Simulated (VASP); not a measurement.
# Ti3HN3 in VASP: single point with PBE

Aim: the single point of Ti3HN3 with PBE.

Program: VASP 6.6.1. These are calculated values, not measurements. Logs are shortened: lines on timing, memory, paths and dates and some standing lists are left out, and cuts for length are marked.

### 1 The cell of the first run

The cell holds a slab with vacuum, 7 atoms: a = 3.003 Å, b = 3.003 Å, c = 19.758 Å, α = 90.00°, β = 90.00°, γ = 90.00°.

### 2 Single point, PBE

The input, INCAR:

```
SYSTEM = Ti3HN3
ALGO = Normal ; DIPOL = 0.5 0.5 0.332
EDIFF = 1E-6 ; ENCUT = 520
GGA = PE ; IDIPOL = 3
ISIF = 2 ; ISMEAR = 0
LASPH = .TRUE. ; LCHARG = .FALSE.
LDIPOL = .TRUE. ; LREAL = .FALSE.
LWAVE = .FALSE. ; NBANDS = 35
NELM = 100 ; PREC = Accurate
SIGMA = 0.1
```

The input, KPOINTS:

```
k-points
0
G
  9 9 1
  0 0 0
```

The input, POSCAR:

```
Ti3HN3
1.0
    3.0028555065      0.0000000000      0.0000000000
    0.0000000000      3.0028555065      0.0000000000
    0.0000000000      0.0000000000     19.7584945265
Ti N H
3 3 1
Direct
    0.5000000000      0.5000000000      0.2024445736
    0.0000000000      0.0000000000      0.3072496201
    0.5000000000      0.5000000000      0.4076776418
    0.0000000000      0.0000000000      0.2024445736
    0.5000000000      0.5000000000      0.3055678856
    0.0000000000      0.0000000000      0.4179718508
    0.2500000000      0.2500000000      0.4837781270
```

Potentials or basis: VASP PAW PBE potentials, release 64 (Ti_sv, N, H).

Started as:

```bash
cat potpaw_PBE.64/Ti_sv/POTCAR potpaw_PBE.64/N/POTCAR potpaw_PBE.64/H/POTCAR > POTCAR
mpirun -np 1 vasp_std > vasp.out
```

OUTCAR:

```text
SYSTEM = Ti3HN3
   EDIFF = 1E-6
   ENCUT = 520
   GGA = PE
   ISIF = 2
   ISMEAR = 0
   LASPH = .TRUE.
   LREAL = .FALSE.
   NELM = 100
   PREC = Accurate

 ion  position               nearest neighbor table
   1  0.500  0.500  0.202-   5 2.04   4 2.12   4 2.12   4 2.12   4 2.12
   2  0.000  0.000  0.307-   4 2.07   5 2.12   5 2.12   5 2.12   5 2.12   6 2.19   3 2.91   3 2.91
                             3 2.91   3 2.91
   3  0.500  0.500  0.408-   7 1.84   5 2.02   6 2.13   6 2.13   6 2.13   6 2.13   2 2.91   2 2.91
                             2 2.91   2 2.91
   4  0.000  0.000  0.202-   2 2.07   1 2.12   1 2.12   1 2.12   1 2.12
   5  0.500  0.500  0.306-   3 2.02   1 2.04   2 2.12   2 2.12   2 2.12   2 2.12
   6  0.000  0.000  0.418-   3 2.13   3 2.13   3 2.13   3 2.13   2 2.19
   7  0.250  0.250  0.484-   3 1.84

  LATTYP: Found a simple tetragonal cell.
 ALAT       =     3.0028555065
 C/A-ratio  =     6.5799018580

  Lattice vectors:

 A1 = (   3.0028555065,   0.0000000000,   0.0000000000)
 A2 = (   0.0000000000,   3.0028555065,   0.0000000000)
 A3 = (   0.0000000000,   0.0000000000,  19.7584945265)

Analysis of symmetry for initial positions (statically):
=====================================================================
 Subroutine PRICEL returns:
 Original cell was already a primitive cell.

 Routine SETGRP: Setting up the symmetry group for a
 simple tetragonal supercell.

 Subroutine GETGRP returns: Found  2 space group operations
 (whereof  2 operations were pure point group operations)
 out of a pool of 16 trial point group operations.

The static configuration has the point symmetry C_1h.

Analysis of symmetry for dynamics (positions and initial velocities):
=====================================================================
 Subroutine PRICEL returns:
 Original cell was already a primitive cell.

 Routine SETGRP: Setting up the symmetry group for a
 simple tetragonal supercell.

 Subroutine GETGRP returns: Found  2 space group operations
 (whereof  2 operations were pure point group operations)
 out of a pool of 16 trial point group operations.

The dynamic configuration has the point symmetry C_1h.

 Subroutine INISYM returns: Found  2 space group operations
 (whereof  2 operations are pure point group operations),
 and found     1 'primitive' translations

----------------------------------------------------------------------------------------

                                     Primitive cell

  volume of cell :     178.1651

  direct lattice vectors                    reciprocal lattice vectors
     3.002855506  0.000000000  0.000000000     0.333016357  0.000000000  0.000000000
     0.000000000  3.002855506  0.000000000     0.000000000  0.333016357  0.000000000
     0.000000000  0.000000000 19.758494527     0.000000000  0.000000000  0.050611143

  length of vectors
     3.002855506  3.002855506 19.758494527     0.333016357  0.333016357  0.050611143

  position of ions in fractional coordinates (direct lattice)
     0.500000000  0.500000000  0.202444574
     0.000000000  0.000000000  0.307249620
     0.500000000  0.500000000  0.407677642
     0.000000000  0.000000000  0.202444574
     0.500000000  0.500000000  0.305567886
     0.000000000  0.000000000  0.417971851
     0.250000000  0.250000000  0.483778127

  ion indices of the primitive-cell ions
   primitive index   ion index
                 1           1
                 2           2
                 3           3
                 4           4
                 5           5
                 6           6
                 7           7

----------------------------------------------------------------------------------------

 KPOINTS: k-points

Automatic generation of k-mesh.
 Grid dimensions read from file:
 generate k-points for:    9    9    1

 Generating k-lattice:

  Cartesian coordinates                     Fractional coordinates (reciprocal lattice)
     0.037001817  0.000000000  0.000000000     0.111111111  0.000000000  0.000000000
     0.000000000  0.037001817  0.000000000     0.000000000  0.111111111  0.000000000
     0.000000000  0.000000000  0.050611143     0.000000000  0.000000000  1.000000000

  Length of vectors
     0.037001817  0.037001817  0.050611143

  Shift w.r.t. Gamma in fractional coordinates (k-lattice)
     0.000000000  0.000000000  0.000000000

 Subroutine IBZKPT returns following result:
 ===========================================

 Found     25 irreducible k-points:

 Following reciprocal coordinates:
            Coordinates               Weight
  0.000000  0.000000  0.000000      1.000000
  0.111111  0.000000  0.000000      4.000000
  0.222222  0.000000  0.000000      4.000000
  0.333333  0.000000  0.000000      4.000000
  0.444444  0.000000  0.000000      4.000000
  0.111111  0.111111  0.000000      2.000000
[... 16 lines left out ...]
 -0.333333  0.444444  0.000000      4.000000
  0.444444  0.444444  0.000000      2.000000
   k-points           NKPTS =     25   k-points in BZ     NKDIM =     25   number of bands    NBANDS=     35
   number of dos      NEDOS =    301   number of ions     NIONS =      7
   total plane-waves  NPLWV =  86400
   dimension x,y,z NGX =    24 NGY =   24 NGZ =  150
   dimension x,y,z NGXF=    48 NGYF=   48 NGZF=  300
   ions per type =               3   3   1
   NGX,Y,Z   is equivalent  to a cutoff of  13.29, 13.29, 12.62 a.u.
   NGXF,Y,Z  is equivalent  to a cutoff of  26.57, 26.57, 25.24 a.u.
 SYSTEM =  Ti3HN3
   PREC   = accura    normal or accurate (medium, high low for compatibility)
   ISTART =      0    job   : 0-new  1-cont  2-samecut
   ICHARG =      2    charge: 1-file 2-atom 10-const
   ISPIN  =      1    spin polarized calculation?
   LNONCOLLINEAR =      F non collinear calculations
   LSORBIT =      F    spin-orbit coupling
   LASPH  =      T    aspherical Exc in radial PAW
   ENCUT  =  520.0 eV  38.22 Ry    6.18 a.u.   5.58  5.58 36.74*2*pi/ulx,y,z
   NELM   =    100;   NELMIN=  2; NELMDL= -5     # of ELM steps
   EDIFF  = 0.1E-05   stopping-criterion for ELM
   LREAL  =      F    real-space projection
   EDIFFG = 0.1E-04   stopping-criterion for IOM
   NSW    =      0    number of steps for IOM
   IBRION =     -1    ionic relax: 0-MD 1-quasi-New 2-CG
   NFREE  =      0    steps in history (QN), initial steepest desc. (CG)
   ISIF   =      2    stress and relaxation
   ISYM   =      2    0-nonsym 1-usesym 2-fastsym
   POTIM  = 0.5000    time-step for ionic-motion
   TEBEG  =    0.0;   TEEND  =   0.0 temperature during run
   PSTRESS=    0.0 pullay stress
   NELECT =      52.0000    total number of electrons
   NUPDOWN=      -1.0000    fix difference up-down
   EMIN   =  10.00;   EMAX   =-10.00  energy-range for DOS
   EFERMI =   0.00;   METHOD = LEGACY
   ISMEAR =     0;   SIGMA  =   0.10  broadening in eV -4-tet -1-fermi 0-gaus
   EFERMI_NEDOS =   21; number of points for ismear=-14 and -15
   IALGO  =     38    algorithm
   IMIX   =      4    mixing-type and parameters
     AMIX     =   0.40;   BMIX     =  1.00
     AMIX_MAG =   1.60;   BMIX_MAG =  1.00
  volume/ion in A,a.u.               =      25.45       171.76
  Fermi-wavevector in a.u.,A,eV,Ry     =   1.085930  2.052110 16.044579  1.179243
  Thomas-Fermi vector in A             =   2.222055
   LORBIT       =      0    0 simple, 1 ext, 2 COOP (PROOUT), +10 PAW based schemes
   GGA     = PE    functional components
   LHFCALC =     F    Hartree Fock is set to
   AEXX    =    0.0000 exact exchange contribution
   IVDW    =     0    specifies the selected vdW correction
   LEPSILON=     F    determine dielectric tensor
   LRPA    =     F    only Hartree local field effects (RPA)
 non-spin polarized calculation
 Gauss-broadening in eV      SIGMA  =   0.10
  energy-cutoff  :      520.00
  volume of cell :      178.17
 maximum number of plane-waves:      4826
   NGX = 11   NGY = 11   NGZ = 73

 dipolmoment           0.000000      0.000000     -0.445731 electrons x Angstroem

 number of electron      51.9999999 magnetization

 dipolmoment           0.000000      0.000000      0.143346 electrons x Angstroem

 Free energy of the ion-electron system (eV)
  ---------------------------------------------------
  ext. energy  EPLUGINS =         0.00000000
  ---------------------------------------------------
  free energy    TOTEN  =       -59.22220613 eV

  energy without entropy =      -59.20012099  energy(sigma->0) =      -59.21116356

 E-fermi :   1.0161     XC(G=0):  -5.3293

 val. band max:        1.0050656417   @ k =  -0.1111   0.2222   0.0000
 cond. band min:       1.0207211452   @ k =   0.2222   0.0000   0.0000
 fundamental gap:      0.0156555035
 Fermi energy:         1.0161271188

 k-point     1 :       0.0000    0.0000    0.0000
  band No.  band energies     occupation
      1     -56.9095      2.00000
      2     -56.5443      2.00000
      3     -56.3976      2.00000
      4     -33.3643      2.00000
      5     -33.0017      2.00000
      6     -32.9864      2.00000
[... 27 lines left out ...]
     34       2.7442      0.00000
     35       2.7939      0.00000

 k-point     2 :       0.1111    0.0000    0.0000
  band No.  band energies     occupation
      1     -56.9055      2.00000
      2     -56.5392      2.00000
      3     -56.3956      2.00000
      4     -33.3615      2.00000
      5     -33.0488      2.00000
      6     -32.9864      2.00000
[... 27 lines left out ...]
     34       2.8890      0.00000
     35       3.0233      0.00000

 k-point     3 :       0.2222    0.0000    0.0000
  band No.  band energies     occupation
      1     -56.8952      2.00000
      2     -56.5259      2.00000
      3     -56.3908      2.00000
      4     -33.3595      2.00000
      5     -33.1601      2.00000
      6     -32.9700      2.00000
[... 27 lines left out ...]
     34       3.3114      0.00000
     35       3.7001      0.00000

 k-point     4 :       0.3333    0.0000    0.0000
  band No.  band energies     occupation
      1     -56.8834      2.00000
      2     -56.5104      2.00000
      3     -56.3857      2.00000
      4     -33.3719      2.00000
      5     -33.2745      2.00000
      6     -33.0207      2.00000
[... 27 lines left out ...]
     34       3.3326      0.00000
     35       3.6237      0.00000

 k-point     5 :       0.4444    0.0000    0.0000
  band No.  band energies     occupation
      1     -56.8758      2.00000
      2     -56.5000      2.00000
      3     -56.3827      2.00000
      4     -33.3933      2.00000
      5     -33.3456      2.00000
      6     -33.0625      2.00000
[... 638 lines left out ...]
 k-point    22 :       0.4444    0.3333    0.0000
  band No.  band energies     occupation
      1     -56.8532      2.00000
      2     -56.4758      2.00000
      3     -56.3603      2.00000
      4     -33.3101      2.00000
      5     -33.2741      2.00000
      6     -33.1935      2.00000
[... 27 lines left out ...]
     34       3.5913      0.00000
     35       3.8055      0.00000

 k-point    23 :      -0.3333    0.4444    0.0000
  band No.  band energies     occupation
      1     -56.8532      2.00000
      2     -56.4758      2.00000
      3     -56.3603      2.00000
      4     -33.3083      2.00000
      5     -33.2755      2.00000
      6     -33.1935      2.00000
[... 27 lines left out ...]
     34       3.6317      0.00000
     35       3.8248      0.00000

 k-point    24 :       0.4444    0.4444    0.0000
  band No.  band energies     occupation
      1     -56.8466      2.00000
      2     -56.4687      2.00000
      3     -56.3537      2.00000
      4     -33.2887      2.00000
      5     -33.2579      2.00000
      6     -33.2578      2.00000
[... 27 lines left out ...]
     34       3.7119      0.00000
     35       3.8030      0.00000

 [... further k-points ...]

------------------------ aborting loop because EDIFF is reached ----------------------------------------

 vacuum level on the upper side and lower side of the slab       (xc-potential included)         1.393        -1.406

  FORCE on cell =-STRESS in cart. coord.  units (eV):
  Direction    XX          YY          ZZ          XY          YZ          ZX
  --------------------------------------------------------------------------------------
  -------------------------------------------------------------------------------------
  Total       -3.2768013     -3.2768013      1.6406138     -0.2314371      0.0897699      0.0897715
  in kB      -29.4671388    -29.4671388     14.7534712     -2.0812337      0.8072692      0.8072844
  external PRESSURE =     -14.7269355 kB  Pullay stress =       0.0000000 kB

 VOLUME and BASIS-vectors are now :
 -----------------------------------------------------------------------------
  energy-cutoff  :      520.00
  volume of cell :      178.17
      direct lattice vectors                 reciprocal lattice vectors
     3.002855506  0.000000000  0.000000000     0.333016357  0.000000000  0.000000000
     0.000000000  3.002855506  0.000000000     0.000000000  0.333016357  0.000000000
     0.000000000  0.000000000 19.758494527     0.000000000  0.000000000  0.050611143

 POSITION                                       TOTAL-FORCE (eV/Angst)
 -----------------------------------------------------------------------------------
      1.50143      1.50143      4.00000         0.087248      0.087248      1.225117
      0.00000      0.00000      6.07079         0.167955      0.167955     -0.163650
      1.50143      1.50143      8.05510         0.030140      0.030140      1.699546
      0.00000      0.00000      4.00000        -0.139802     -0.139802     -1.400720
      1.50143      1.50143      6.03756        -0.013540     -0.013540     -0.420112
      0.00000      0.00000      8.25849        -0.293271     -0.293271     -0.942301
      0.75071      0.75071      9.55873         0.161270      0.161270      0.002120
 -----------------------------------------------------------------------------------
    total drift:                                0.000009      0.000009      0.000810

  FREE ENERGIE OF THE ION-ELECTRON SYSTEM (eV)
  ---------------------------------------------------
  free  energy   TOTEN  =       -59.2222061264 eV

  energy  without entropy=      -59.2001209900  energy(sigma->0) =      -59.21116356

 vacuum level on the upper side and lower side of the slab         6.424         3.547
```

It took 3.9 min on 1 thread of Intel Xeon 6975P-C (Granite Rapids), shared host; peak memory 0.35 GiB.

Results:

* Free energy: -59.2222 eV
* Largest force: 1.700 eV/Å
* Band gap on the k mesh: zero (band 26 reaches 1.90 eV, above the bottom of band 27 at 0.35 eV)

Forces on the atoms (eV/Å):
```
Ti   0.087  0.087  1.225
Ti   0.168  0.168 -0.164
Ti   0.030  0.030  1.700
N   -0.140 -0.140 -1.401
N   -0.014 -0.014 -0.420
N   -0.293 -0.293 -0.942
H    0.161  0.161  0.002
```

Levels at points of the mesh, in eV from the Fermi level:
```tsv
k point	band 24	band 25	band 26	band 27	band 28	band 29
(0.00, 0.00, 0.00)	-2.18	-1.97	-1.66	-0.63	-0.59	0.13
```
